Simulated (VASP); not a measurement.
Write the native input for VASP 6.6.1 that does the following.

```
Task                   : single point
Functional             : LDA
Potentials or basis    : VASP PAW LDA potentials, release 64 (Ti_sv, C)
Cutoff                 : 520 eV
k mesh                 : 5 × 5 × 1
Occupations            : gaussian, width 0.1 eV
Spin                   : no spin polarisation
Dipole correction      : yes
Further INCAR settings : LREAL = Auto; ALGO = Fast; EDIFF = 1e-06; NBANDS = 116
```

The structure of Ti12C13 lies in POSCAR:

```
Ti12C13
1.0
    6.0257129976      0.0000000000      0.0000000000
    0.0000000000      6.0257129976      0.0000000000
    0.0000000000      0.0000000000     19.7334901523
Ti C
12 13
Direct
    0.2500000000      0.2500000000      0.2027010919
    0.2500000000      0.7500000000      0.2027010919
    0.7500000000      0.2500000000      0.2027010919
    0.7500000000      0.7500000000      0.2027010919
    0.0000000000      0.0000000000      0.3085376904
    0.0000000000      0.5000000000      0.3085376904
    0.5000000000      0.0000000000      0.3085376904
    0.5000000000      0.5000000000      0.3085376904
    0.2500000000      0.2500000000      0.4124330541
    0.2500000000      0.7500000000      0.4124330541
    0.7500000000      0.2500000000      0.4124330541
    0.7500000000      0.7500000000      0.4124330541
    0.0000000000      0.0000000000      0.2027010919
    0.0000000000      0.5000000000      0.2027010919
    0.5000000000      0.0000000000      0.2027010919
    0.5000000000      0.5000000000      0.2027010919
    0.2500000000      0.2500000000      0.3079312182
    0.2500000000      0.7500000000      0.3079312182
    0.7500000000      0.2500000000      0.3079312182
    0.7500000000      0.7500000000      0.3079312182
    0.0000000000      0.0000000000      0.4172343609
    0.0000000000      0.5000000000      0.4172343609
    0.5000000000      0.0000000000      0.4172343609
    0.5000000000      0.5000000000      0.4172343609
    0.1250000000      0.1875000000      0.4957805591
```

The input as run:

INCAR

```
SYSTEM = Ti12C13
PREC     = Accurate       ! precision mode
ENCUT    = 520            ! plane-wave cutoff, eV
EDIFF    = 1E-6           ! SCF threshold, eV
ISMEAR   = 0              ! smearing method
SIGMA    = 0.1            ! smearing width, eV
LREAL    = Auto         
LASPH    = .TRUE.         ! aspherical terms in the spheres
NELM     = 80             ! most SCF steps
ALGO     = Fast           ! electronic algorithm
ISIF     = 2              ! what is computed and relaxed
LWAVE    = .FALSE.        ! write WAVECAR
LCHARG   = .FALSE.        ! write CHGCAR
LDIPOL   = .TRUE.       
IDIPOL   = 3            
DIPOL    = 0.5 0.5 0.316
GGA      = CA             ! functional
NBANDS   = 116            ! bands
```

KPOINTS

```
regular mesh
0
G
  5 5 1
  0 0 0
```

Potentials or basis: VASP PAW LDA potentials, release 64 (Ti_sv, C).

Command:

```sh
$ cat potpaw_LDA.64/Ti_sv/POTCAR potpaw_LDA.64/C/POTCAR > POTCAR
$ mpirun -np 1 vasp_std > vasp.out
```

Results of the run:

| Property | Result |
| --- | --- |
| Largest force | 3.638 eV/Å |
| Band gap on the k mesh | zero (bands 98 and 99 overlap by 0.24 eV) |

Run time: 110 min on 1 thread of Oxide Virtual Turin-like Processor (shared host), peak memory 0.92 GiB.
